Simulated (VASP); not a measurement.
A run of VASP 6.6.1 is set up as follows.

Contents of INCAR:

```
SYSTEM = ZrO2
PREC = Accurate ; ENCUT = 600
EDIFF = 1E-6 ; ISMEAR = 0
SIGMA = 0.05 ; LREAL = .False.
LASPH = .True. ; NELM = 120
ALGO = Normal ; ISIF = 2
LWAVE = .False. ; LCHARG = .True.
GGA = PE ; LELF = .True.
LVHAR = .True. ; NBANDS = 19
GGA_COMPAT = .False.
```

KPOINTS

```
regular mesh
0
Gamma
  8 8 8
  0 0 0
```

Contents of POSCAR:

```
ZrO2
1.0
    0.0000000000      2.5350000000      2.5350000000
    2.5350000000      0.0000000000      2.5350000000
    2.5350000000      2.5350000000      0.0000000000
Zr O
1 2
Direct
    0.0000000000      0.0000000000      0.0000000000
    0.2500000000      0.2500000000      0.2500000000
    0.7500000000      0.7500000000      0.7500000000
```

Potentials or basis: VASP PAW PBE potentials, release 64 (Zr_sv, O).

The run is started by

```sh
$ cat potpaw_PBE.64/Zr_sv/POTCAR potpaw_PBE.64/O/POTCAR > POTCAR
$ mpirun -np 1 vasp_std > vasp.out
```

Q: What does it give for the pressure?

A: 6.9 GPa.

Q: Predict the band gap on the k mesh.

A: 3.39 eV (least direct gap 3.84 eV).

Caveat: the cell stands under pressure. A k mesh can miss the band edges.
